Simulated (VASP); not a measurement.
# Ge (Cmcm) in VASP: notebook

The runs below take Ge through single point, relaxation of cell and atoms, with PBEsol.

Program: VASP 6.6.1. These are calculated values, not measurements. Logs are shortened: lines on timing, memory, paths and dates and some standing lists are left out, and cuts for length are marked.

## 1. The cell of the first run

The typed cell holds 2 atoms: a = 2.770 Å, b = 2.770 Å, c = 4.621 Å, α = 90.00°, β = 90.00°, γ = 120.01°.

This isn't the form of Ge at room conditions, which is diamond.

## 2. Single point, PBEsol

INCAR

```
SYSTEM = Ge
PREC = Accurate ; ENCUT = 500
EDIFF = 1E-6 ; ISMEAR = -1
SIGMA = 0.3 ; LREAL = .False.
LASPH = .True. ; NELM = 120
ALGO = Normal ; ISIF = 2
LWAVE = .False. ; LCHARG = .False.
GGA = PS ; NBANDS = 21
GGA_COMPAT = .False.
```

KPOINTS

```
Automatic mesh
0
Gamma
  9 9 5
  0 0 0
```

POSCAR

```
Ge
1.0
    1.3846386839     -2.3987903887      0.0000000000
    1.3846386839      2.3987903887      0.0000000000
    0.0000000000      0.0000000000      4.6205870731
Ge
2
Direct
    0.6664575416      0.3335424584      0.7500000000
    0.3335424584      0.6664575416      0.2500000000
```

Potentials or basis: VASP PAW PBE potentials, release 64 (Ge_d).

The run is started by

```console
cat potpaw_PBE.64/Ge_d/POTCAR > POTCAR
mpirun -np 1 vasp_std > vasp.out
```

OUTCAR:

```text
SYSTEM = Ge
   PREC = Accurate
   ENCUT = 500
   EDIFF = 1E-6
   ISMEAR = -1
   LREAL = .False.
   LASPH = .True.
   NELM = 120
   ISIF = 2
   GGA = PS

 ion  position               nearest neighbor table
   1  0.666  0.334  0.750-   2 2.81   2 2.81   2 2.81   2 2.81   2 2.81   2 2.81
   2  0.334  0.666  0.250-   1 2.81   1 2.81   1 2.81   1 2.81   1 2.81   1 2.81

  LATTYP: Found a base centered orthorhombic cell.
 ALAT       =     2.7692773678
 B/A-ratio  =     1.7324305731
 C/A-ratio  =     1.6685172554

  Lattice vectors:

 A1 = (   1.3846386839,  -2.3987903887,   0.0000000000)
 A2 = (   1.3846386839,   2.3987903887,   0.0000000000)
 A3 = (   0.0000000000,   0.0000000000,   4.6205870731)

Analysis of symmetry for initial positions (statically):
=====================================================================
 Subroutine PRICEL returns:
 Original cell was already a primitive cell.

 Routine SETGRP: Setting up the symmetry group for a
 base centered orthorhombic supercell.

 Subroutine GETGRP returns: Found  8 space group operations
 (whereof  4 operations were pure point group operations)
 out of a pool of  8 trial point group operations.

The static configuration has the point symmetry C_2h.
 The point group associated with its full space group is D_2h.

Analysis of symmetry for dynamics (positions and initial velocities):
=====================================================================
 Subroutine PRICEL returns:
 Original cell was already a primitive cell.

 Routine SETGRP: Setting up the symmetry group for a
 base centered orthorhombic supercell.

 Subroutine GETGRP returns: Found  8 space group operations
 (whereof  4 operations were pure point group operations)
 out of a pool of  8 trial point group operations.

The dynamic configuration has the point symmetry C_2h.
 The point group associated with its full space group is D_2h.

 Subroutine INISYM returns: Found  8 space group operations
 (whereof  4 operations are pure point group operations),
 and found     1 'primitive' translations

----------------------------------------------------------------------------------------

                                     Primitive cell

[... 80 lines left out ...]
 SYSTEM =  Ge
   PREC   = accura    normal or accurate (medium, high low for compatibility)
   ISTART =      0    job   : 0-new  1-cont  2-samecut
   ICHARG =      2    charge: 1-file 2-atom 10-const
   ISPIN  =      1    spin polarized calculation?
   LNONCOLLINEAR =      F non collinear calculations
   LSORBIT =      F    spin-orbit coupling
   LASPH  =      T    aspherical Exc in radial PAW
   ENCUT  =  500.0 eV  36.75 Ry    6.06 a.u.   5.05  5.05  8.42*2*pi/ulx,y,z
   NELM   =    120;   NELMIN=  2; NELMDL= -5     # of ELM steps
   EDIFF  = 0.1E-05   stopping-criterion for ELM
   LREAL  =      F    real-space projection
   EDIFFG = 0.1E-04   stopping-criterion for IOM
   NSW    =      0    number of steps for IOM
   IBRION =     -1    ionic relax: 0-MD 1-quasi-New 2-CG
   NFREE  =      0    steps in history (QN), initial steepest desc. (CG)
   ISIF   =      2    stress and relaxation
   ISYM   =      2    0-nonsym 1-usesym 2-fastsym
   POTIM  = 0.5000    time-step for ionic-motion
   TEBEG  =    0.0;   TEEND  =   0.0 temperature during run
   PSTRESS=    0.0 pullay stress
   NELECT =      28.0000    total number of electrons
   NUPDOWN=      -1.0000    fix difference up-down
   EMIN   =  10.00;   EMAX   =-10.00  energy-range for DOS
   EFERMI =   0.00;   METHOD = LEGACY
   ISMEAR =    -1;   SIGMA  =   0.30  broadening in eV -4-tet -1-fermi 0-gaus
   EFERMI_NEDOS =   21; number of points for ismear=-14 and -15
   IALGO  =     38    algorithm
   IMIX   =      4    mixing-type and parameters
     AMIX     =   0.40;   BMIX     =  1.00
     AMIX_MAG =   1.60;   BMIX_MAG =  1.00
  volume/ion in A,a.u.               =      15.35       103.57
  Fermi-wavevector in a.u.,A,eV,Ry     =   1.587726  3.000367 34.298568  2.520874
  Thomas-Fermi vector in A             =   2.686839
   LORBIT       =      0    0 simple, 1 ext, 2 COOP (PROOUT), +10 PAW based schemes
   GGA     = PS    functional components
   LHFCALC =     F    Hartree Fock is set to
   AEXX    =    0.0000 exact exchange contribution
   IVDW    =     0    specifies the selected vdW correction
   LEPSILON=     F    determine dielectric tensor
   LRPA    =     F    only Hartree local field effects (RPA)
 non-spin polarized calculation
  energy-cutoff  :      500.00
  volume of cell :       30.69
 maximum number of plane-waves:       801
   NGX = 11   NGY = 11   NGZ = 17

 number of electron      28.0000012 magnetization

 Free energy of the ion-electron system (eV)
  ---------------------------------------------------
  ext. energy  EPLUGINS =         0.00000000
  ---------------------------------------------------
  free energy    TOTEN  =        -9.12904041 eV

  energy without entropy =       -8.90167835  energy(sigma->0) =       -9.01535938

 E-fermi :   9.1152     XC(G=0): -12.5179

 val. band max:        9.0711199531   @ k =   0.1111   0.1111   0.4000
 cond. band min:       9.1196699588   @ k =  -0.4444   0.2222   0.4000
 fundamental gap:      0.0485500057
 Fermi energy:         9.1151572477

 k-point     1 :       0.0000    0.0000    0.0000
  band No.  band energies     occupation
      1     -15.7020      2.00000
      2     -15.6867      2.00000
      3     -15.6683      2.00000
      4     -15.6680      2.00000
      5     -15.6542      2.00000
      6     -15.6541      2.00000
[... 565 lines left out ...]
     20      19.4258      0.00000
     21      25.8990      0.00000

 [... further k-points ...]

------------------------ aborting loop because EDIFF is reached ----------------------------------------

  FORCE on cell =-STRESS in cart. coord.  units (eV):
  Direction    XX          YY          ZZ          XY          YZ          ZX
  --------------------------------------------------------------------------------------
  -------------------------------------------------------------------------------------
  Total        3.8245562      3.8254811      3.8148593      0.0000000      0.0000000      0.0000000
  in kB      199.6345540    199.6828338    199.1283935      0.0000000      0.0000000      0.0000000
  external PRESSURE =     199.4819271 kB  Pullay stress =       0.0000000 kB

 VOLUME and BASIS-vectors are now :
 -----------------------------------------------------------------------------
  energy-cutoff  :      500.00
  volume of cell :       30.69
      direct lattice vectors                 reciprocal lattice vectors
     1.384638684 -2.398790389  0.000000000     0.361105035 -0.208438387  0.000000000
     1.384638684  2.398790389  0.000000000     0.361105035  0.208438387  0.000000000
     0.000000000  0.000000000  4.620587073     0.000000000  0.000000000  0.216422715

 POSITION                                       TOTAL-FORCE (eV/Angst)
 -----------------------------------------------------------------------------------
      1.38464     -0.79859      3.46544         0.000000      0.000230     -0.000000
      1.38464      0.79859      1.15515         0.000000     -0.000230      0.000000
 -----------------------------------------------------------------------------------
    total drift:                                0.000000     -0.000000      0.000000

  FREE ENERGIE OF THE ION-ELECTRON SYSTEM (eV)
  ---------------------------------------------------
  free  energy   TOTEN  =        -9.1290404108 eV

  energy  without entropy=       -8.9016783510  energy(sigma->0) =       -9.01535938
```

OSZICAR:

```text
N       E                     dE             d eps       ncg     rms          rms(c)
DAV:   1     0.164087767928E+03    0.16409E+03   -0.13620E+04  3696   0.392E+03
DAV:   2     0.112184918279E+02   -0.15287E+03   -0.14761E+03  3155   0.560E+02
DAV:   3    -0.874182848549E+01   -0.19960E+02   -0.19755E+02  3506   0.124E+02
DAV:   4    -0.919250832696E+01   -0.45068E+00   -0.45029E+00  3634   0.218E+01
DAV:   5    -0.919819313800E+01   -0.56848E-02   -0.56846E-02  3574   0.256E+00    0.239E+00
DAV:   6    -0.915045401447E+01    0.47739E-01   -0.34061E-02  4313   0.343E+00    0.127E+00
DAV:   7    -0.912982734753E+01    0.20627E-01   -0.19672E-02  4348   0.201E+00    0.116E-01
DAV:   8    -0.912903388211E+01    0.79347E-03   -0.16090E-03  3905   0.798E-01    0.403E-02
DAV:   9    -0.912903977437E+01   -0.58923E-05   -0.41741E-05  3633   0.744E-02    0.591E-03
DAV:  10    -0.912904041081E+01   -0.63644E-06   -0.72348E-07  2544   0.121E-02
   1 F= -.91290404E+01 E0= -.90153594E+01  d E =-.227362E+00
```

stdout:

```text
POSCAR found type information on POSCAR Ge
 POSCAR found :  1 types and       2 ions
 scaLAPACK will be used
 -----------------------------------------------------------------------------
|                                                                             |
|                                                                             |
|     You enforced a specific xc type in the INCAR file but a different       |
|     I HOPE YOU KNOW WHAT YOU ARE DOING!                                     |
|                                                                             |
 -----------------------------------------------------------------------------

 LDA part: xc-table for (Slater+PW92), standard interpolation
 POSCAR, INCAR and KPOINTS ok, starting setup
 FFT: planning ... GRIDC
 FFT: planning ... GRID_SOFT
 FFT: planning ... GRID
 WAVECAR not read
 entering main loop
```

Run time: 31 s. Hardware: 1 thread of Intel Xeon Platinum 8259CL at 2.50GHz (Skylake/Cascade Lake), shared host; peak memory 0.16 GiB.

Results:

| Item | Value |
| --- | --- |
| Free energy | -9.1290 eV |
| Pressure | 19.9 GPa |
| Band gap on the k mesh | zero (bands 14 and 15 overlap by 12.46 eV) |

Caveat: the cell stands under pressure; so wide a smearing shifts energies and pressures; the PAW data sets were made with another functional, which shifts forces and pressure a little.

## 3. Single point, PBEsol

This run uses another cell than the first one, of 17.39 Å³/atom.

INCAR

```
PREC     = Accurate       # precision mode
ENCUT    = 500            # plane-wave cutoff, eV
EDIFF    = 1E-6           # SCF threshold, eV
ISMEAR   = -1             # smearing method
SIGMA    = 0.3            # smearing width, eV
LREAL    = False          # projectors in reciprocal space
LASPH    = True           # aspherical terms in the spheres
NELM     = 120            # most SCF steps
ALGO     = Normal         # electronic algorithm
ISIF     = 2              # what is computed and relaxed
LWAVE    = False          # write WAVECAR
LCHARG   = True           # write CHGCAR
GGA      = PS             # functional
LELF     = True           # ELF
LVHAR    = True         
NBANDS   = 21             # bands
GGA_COMPAT= False
```

KPOINTS

```
Automatic mesh
0
Gamma
  9 9 5
```

POSCAR

```
Ge
1.0
    1.4357166018     -2.4877250328      0.0000000000
    1.4357166018      2.4877250328      0.0000000000
    0.0000000000      0.0000000000      4.8676438136
Ge
2
Direct
    0.6660592997      0.3339407003      0.7500000000
    0.3339407003      0.6660592997      0.2500000000
```

Potentials or basis: VASP PAW PBE potentials, release 64 (Ge_d).

The run is started by

```console
cat potpaw_PBE.64/Ge_d/POTCAR > POTCAR
mpirun -np 1 vasp_std > vasp.out
```

OUTCAR:

```text
PREC = Accurate
   ENCUT = 500
   EDIFF = 1E-6
   ISMEAR = -1
   LREAL = False
   LASPH = True
   NELM = 120
   ISIF = 2
   GGA = PS

 ion  position               nearest neighbor table
   1  0.666  0.334  0.750-
   2  0.334  0.666  0.250-

  LATTYP: Found a base centered orthorhombic cell.
 ALAT       =     2.8714332036
 B/A-ratio  =     1.7327410087
 C/A-ratio  =     1.6951966034

  Lattice vectors:

 A1 = (   1.4357166018,  -2.4877250328,   0.0000000000)
 A2 = (   1.4357166018,   2.4877250328,   0.0000000000)
 A3 = (   0.0000000000,   0.0000000000,   4.8676438136)

Analysis of symmetry for initial positions (statically):
=====================================================================
 Subroutine PRICEL returns:
 Original cell was already a primitive cell.

 Routine SETGRP: Setting up the symmetry group for a
 base centered orthorhombic supercell.

 Subroutine GETGRP returns: Found  8 space group operations
[... 161 lines left out ...]
  ext. energy  EPLUGINS =         0.00000000
  ---------------------------------------------------
  free energy    TOTEN  =        -9.43178646 eV

  energy without entropy =       -9.17669430  energy(sigma->0) =       -9.30424038

 E-fermi :   7.5143     XC(G=0): -11.8543

 val. band max:        7.4873334379   @ k =   0.2222  -0.0000   0.4000
 cond. band min:       7.5169049487   @ k =   0.3333   0.2222   0.4000
 fundamental gap:      0.0295715107
 Fermi energy:         7.5143195314

 k-point     1 :       0.0000    0.0000    0.0000
  band No.  band energies     occupation
      1     -17.1266      2.00000
      2     -17.1262      2.00000
      3     -17.1110      2.00000
      4     -17.1106      2.00000
      5     -17.1023      2.00000
      6     -17.1022      2.00000
[... 565 lines left out ...]
     20      17.4240      0.00000
     21      22.9529      0.00000

 [... further k-points ...]

------------------------ aborting loop because EDIFF is reached ----------------------------------------

  FORCE on cell =-STRESS in cart. coord.  units (eV):
  Direction    XX          YY          ZZ          XY          YZ          ZX
  --------------------------------------------------------------------------------------
  -------------------------------------------------------------------------------------
  Total        1.0755656      1.0761337      1.0793831      0.0000000      0.0000000      0.0000000
  in kB       49.5595781     49.5857563     49.7354783      0.0000000      0.0000000      0.0000000
  external PRESSURE =      49.6269376 kB  Pullay stress =       0.0000000 kB

 VOLUME and BASIS-vectors are now :
 -----------------------------------------------------------------------------
  energy-cutoff  :      500.00
  volume of cell :       34.77
      direct lattice vectors                 reciprocal lattice vectors
     1.435716602 -2.487725033  0.000000000     0.348258145 -0.200986843  0.000000000
     1.435716602  2.487725033  0.000000000     0.348258145  0.200986843  0.000000000
     0.000000000  0.000000000  4.867643814     0.000000000  0.000000000  0.205438203

 POSITION                                       TOTAL-FORCE (eV/Angst)
 -----------------------------------------------------------------------------------
      1.43572     -0.82622      3.65073         0.000000      0.000497     -0.000000
      1.43572      0.82622      1.21691         0.000000     -0.000497      0.000000
 -----------------------------------------------------------------------------------
    total drift:                                0.000000      0.000000      0.000000

  FREE ENERGIE OF THE ION-ELECTRON SYSTEM (eV)
  ---------------------------------------------------
  free  energy   TOTEN  =        -9.4317864642 eV

  energy  without entropy=       -9.1766943046  energy(sigma->0) =       -9.30424038
```

stdout:

```text
POSCAR found type information on POSCAR Ge
 POSCAR found :  1 types and       2 ions
 scaLAPACK will be used
 -----------------------------------------------------------------------------
|                                                                             |
|                                                                             |
|     You enforced a specific xc type in the INCAR file but a different       |
|     I HOPE YOU KNOW WHAT YOU ARE DOING!                                     |
|                                                                             |
 -----------------------------------------------------------------------------

 LDA part: xc-table for (Slater+PW92), standard interpolation
 POSCAR, INCAR and KPOINTS ok, starting setup
 FFT: planning ... GRIDC
 FFT: planning ... GRID_SOFT
 FFT: planning ... GRID
 WAVECAR not read
 entering main loop
```

Wall time 38 s (1 thread of Intel Xeon Platinum 8259CL at 2.50GHz (Skylake/Cascade Lake), shared host); peak memory 0.17 GiB.

What came out:

| Quantity | Value |
| --- | --- |
| Free energy | -9.4318 eV |
| Pressure | 5.0 GPa |
| Band gap on the k mesh | zero (bands 14 and 15 overlap by 11.14 eV) |

Levels at points of the mesh, in eV from the Fermi level:
```csv
k point,band 12,band 13,band 14,band 15,band 16,band 17
"(0.00, 0.00, 0.00)",-8.48,-6.13,7.97,8.00,9.15,9.87
```

Caveat: the cell stands under pressure; so wide a smearing shifts energies and pressures; the PAW data sets were made with another functional, which shifts forces and pressure a little.

## 4. Relaxation of cell and atoms, PBEsol

This run uses another cell than the first one, of 18.25 Å³/atom.

INCAR

```
SYSTEM = Ge
ALGO = Normal
EDIFF = 1E-7
EDIFFG = -0.01
ENCUT = 500
GGA = PS
GGA_COMPAT = .FALSE.
IBRION = 2
ISIF = 3
ISMEAR = -1
LASPH = .TRUE.
LCHARG = .FALSE.
LREAL = .FALSE.
LWAVE = .FALSE.
NELM = 120
NELMIN = 4
NSW = 80
PREC = Accurate
SIGMA = 0.3
```

KPOINTS

```
k-points
0
G
  9 9 5
  0 0 0
```

POSCAR

```
Ge
1.0
    1.4880530000     -2.5946895000      0.0000000000
    1.4880530000      2.5946895000      0.0000000000
    0.0000000000      0.0000000000      4.7275960000
Ge
2
Direct
    0.6665530000      0.3334470000      0.7500000000
    0.3334470000      0.6665530000      0.2500000000
```

The run is started by

```console
cat potpaw_PBE.64/Ge_d/POTCAR > POTCAR
mpirun -np 1 vasp_std > vasp.out
```

It took 4.3 min on 1 thread of Intel Xeon Platinum 8259CL at 2.50GHz (Skylake/Cascade Lake), shared host; peak memory 0.18 GiB.

The run converged. Its results:

```yaml
Free_energy: -9.4646 eV
Relaxed_volume: 18.46 Å³/atom
Relaxed_cell: a = 2.926 Å, b = 2.926 Å, c = 4.981 Å, α = 90.00°, β = 90.00°, γ = 120.00°
Space_group_after_relaxing_to_0.1_Å: P6_3/mmc (No. 194)
Energy_gained_by_relaxing: 8.7 meV/atom
Ionic_steps: 11
Pressure_after_relaxing: 0.0 GPa
Band_gap_on_the_k_mesh: zero (bands 14 and 15 overlap by 10.50 eV)
```

Stress tensor (GPa, compression positive):
```
-0.06  0.00  0.00
 0.00 -0.04  0.00
 0.00  0.00  0.04
```

Step by step:
| step | energy change (eV) | largest force (eV/Å) | pressure (GPa) | volume (Å³) |
| --- | --- | --- | --- | --- |
| 1 | 0.0000 | 0.0043 | 0.67 | 36.51 |
| 2 | -0.0047 | 0.0028 | -0.11 | 36.91 |
| 3 | -0.0058 | 0.0005 | -2.22 | 38.11 |
| 4 | -0.0078 | 0.0012 | -1.34 | 37.56 |
| 5 | -0.0105 | 0.0008 | -1.16 | 37.52 |
| 6 | -0.0157 | 0.0005 | -0.92 | 37.39 |
| 7 | -0.0088 | 0.0006 | -0.04 | 37.10 |
| 8 | -0.0164 | 0.0005 | -0.75 | 37.34 |
| 9 | -0.0165 | 0.0004 | -0.75 | 37.33 |
| 10 | -0.0172 | 0.0005 | -0.29 | 37.09 |
| 11 | -0.0174 | 0.0006 | -0.02 | 36.92 |

Final structure:
```yaml
crystal:
  lattice:
    - [1.46285, -2.53374, 0.00000]
    - [1.46285, 2.53374, 0.00000]
    - [0.00000, 0.00000, 4.98069]
  atoms:
    - { symbol: Ge, position: [0.66634, 0.33366, 0.75000] }
    - { symbol: Ge, position: [0.33366, 0.66634, 0.25000] }
```

Levels at points of the mesh, in eV from the Fermi level:
```tsv
k point	band 11	band 12	band 13	band 14	band 15	band 16	band 17	band 18
(0.00, 0.00, 0.00)	-13.30	-8.37	-5.73	7.60	7.61	8.52	9.37	9.38
```

Caveat: so wide a smearing shifts energies and pressures; the PAW data sets were made with another functional, which shifts forces and pressure a little.

## 5. Summary

```csv
task,cell,gap on the mesh (eV),pressure (GPa)
single point,"a = 2.770, b = 2.770, c = 4.621 Å, angles 90.0, 90.0, 120.0°, 2 atoms",none,19.9
single point,"a = 2.872, b = 2.872, c = 4.868 Å, angles 90.0, 90.0, 120.0°, 2 atoms",none,5.0
relaxation of cell and atoms,"relaxed from a = 2.991, b = 2.991, c = 4.728 Å, angles 90.0, 90.0, 120.3°, 2 atoms",none,0.0
```

Alike in all rows: level PBEsol; potentials or basis VASP PAW PBE potentials, release 64 (Ge_d); no spin polarisation; k mesh 9 × 9 × 5; cutoff (eV) 500; smearing fermi-dirac 0.3 eV.

Caveats: so wide a smearing shifts energies and pressures; the PAW data sets were made with another functional, which shifts forces and pressure a little; the cell stands under pressure (at least some runs).

Total energies depend on the potentials used, so only differences within one code and one set of settings carry meaning.
